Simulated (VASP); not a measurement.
Cu: single point with PBEsol

Crystal: Cu.

```
Cu
1.0
     0.00000    1.78161    1.78161
     1.78161    0.00000    1.78161
     1.78161    1.78161    0.00000
Cu
1
Direct
  0.00000 0.00000 0.00000
```

```yaml
Program: VASP 6.6.1
Task: single point
Functional: PBEsol
Potentials_or_basis: VASP PAW PBE potentials, release 64 (Cu)
Cutoff: 600 eV
k_mesh: 20 × 20 × 20
Occupations: gaussian, width 0.1 eV
Spin: no spin polarisation
```

```yaml
Pressure: 0.9 GPa
```

Levels at points of the mesh, in eV from the Fermi level:
```tsv
k point	band 4	band 5	band 6	band 7	band 8	band 9
(0.00, 0.00, 0.00)	-3.13	-2.24	-2.24	22.96	25.92	25.92
(0.50, 0.00, 0.00)	-1.63	-1.63	-1.13	4.00	21.44	22.73
(0.50, 0.50, 0.00)	-1.48	-1.48	1.46	7.44	13.41	13.41
```

It took 46 s on 1 thread of Intel Xeon 8259CL (shared host), peak memory 0.16 GiB.

Caveat: the PAW data sets were made with another functional, which shifts forces and pressure a little.
